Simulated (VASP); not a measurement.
Write the native input for VASP 6.6.1 that does the following.

```yaml
Task: single point
Functional: PBE
Potentials_or_basis: VASP PAW PBE potentials, release 64 (Nb_sv, In_d, Se)
Cutoff: 520 eV
k_mesh: 4 × 4 × 2
Occupations: gaussian, width 0.1 eV
Spin: no spin polarisation
Dipole_correction: no
Further_INCAR_settings: ALGO = Normal; EDIFF = 1e-07; NBANDS = 38
```

The structure of NbIn2Se3 lies in POSCAR:

```
NbIn2Se3
1.0
    4.9278285800      0.0000000000      0.0000000000
    0.0000000000      4.9278285800      0.0000000000
    0.0000000000      0.0000000000      7.6625957100
Nb In Se
1 2 3
Direct
    0.5000000000      0.5000000000      0.5000000000
    0.5000000000      0.0000000000      0.5000000000
    0.0000000000      0.5000000000      0.5000000000
    0.5000000000      0.5000000000      0.0000000000
    0.5000000000      0.5000000000      0.7669786000
    0.5000000000      0.5000000000      0.2330214000
```

The cell was generated, and may not be a known phase.

One way to write it, as run:

INCAR

```
SYSTEM = NbIn2Se3
  PREC = Accurate
  ENCUT = 520
  EDIFF = 1E-7
  ISMEAR = 0
  SIGMA = 0.1
  LREAL = .False.
  LASPH = .True.
  NELM = 60
  ALGO = Normal
  ISIF = 2
  LWAVE = .False.
  LCHARG = .True.
  GGA = PE
  LELF = .True.
  LVHAR = .True.
  NBANDS = 38
```

KPOINTS

```
Automatic mesh
0
Gamma
  4 4 2
  0 0 0
```

Potentials or basis: VASP PAW PBE potentials, release 64 (Nb_sv, In_d, Se).

The run is started by

```sh
$ cat potpaw_PBE.64/Nb_sv/POTCAR potpaw_PBE.64/In_d/POTCAR potpaw_PBE.64/Se/POTCAR > POTCAR
$ mpirun -np 1 vasp_std > vasp.out
```

It gave:

- Pressure: 51.8 GPa
- Largest force: 14.937 eV/Å
- Band gap on the k mesh: zero (an odd number of electrons rules out a gap without spin polarisation)

Caveat: the k points lie up to 0.41 Å⁻¹ apart, too coarse for converged energies and pressures of a metal; spin-orbit coupling is left out, which moves the levels of the heavy elements; an odd number of electrons without spin polarisation forces a metal; a magnetic or distorted state may lie lower.

Wall time 61 s on 1 thread of Intel(R) Xeon(R) 6975P-C (Granite Rapids), on a shared host, peak memory 0.34 GiB.
